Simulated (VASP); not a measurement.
Input of a VASP 6.6.1 run:

The input INCAR:

```
SYSTEM = CdS
  PREC = Accurate
  ENCUT = 520
  EDIFF = 1E-8
  ISMEAR = -1
  SIGMA = 0.02
  LREAL = .FALSE.
  LASPH = .TRUE.
  NELM = 60
  ALGO = Normal
  ISIF = 2
  LWAVE = .FALSE.
  LCHARG = .FALSE.
  GGA = CA
  LEFG = .TRUE.
  NBANDS = 26
```

KPOINTS

```
regular mesh
0
G
  8 8 4
  0 0 0
```

Contents of POSCAR:

```
CdS
1.0
    4.1347992034      0.0206739960      0.0206739960
   -2.0494953960      3.5705041517      0.0075672077
    0.0337450000      0.0337450000      6.7490000000
Cd S
2 2
Direct
    0.3333333333      0.6666666667      0.0000000000
    0.6666666667      0.3333333333      0.5000000000
    0.3333333333      0.6666666667      0.3850000000
    0.6666666667      0.3333333333      0.8850000000
```

Potentials or basis: VASP PAW LDA potentials, release 64 (Cd, S).

Launch:

```console
$ cat potpaw_LDA.64/Cd/POTCAR potpaw_LDA.64/S/POTCAR > POTCAR
$ mpirun -np 1 vasp_std > vasp.out
```

(1) What does it give for the pressure?

(2) Estimate the largest force.

(3) Predict the band gap on the k mesh.

## Answers

(1) -2.3 GPa.

(2) 0.272 eV/Å.

(3) 0.96 eV, direct.

Caveat: the cell differs from its parent crystal (equal xy, yz and zx shear strains of +1 %); without QUAD_EFG the Cq values of the log hold for a quadrupole moment of 1 mb, not for the nuclei.
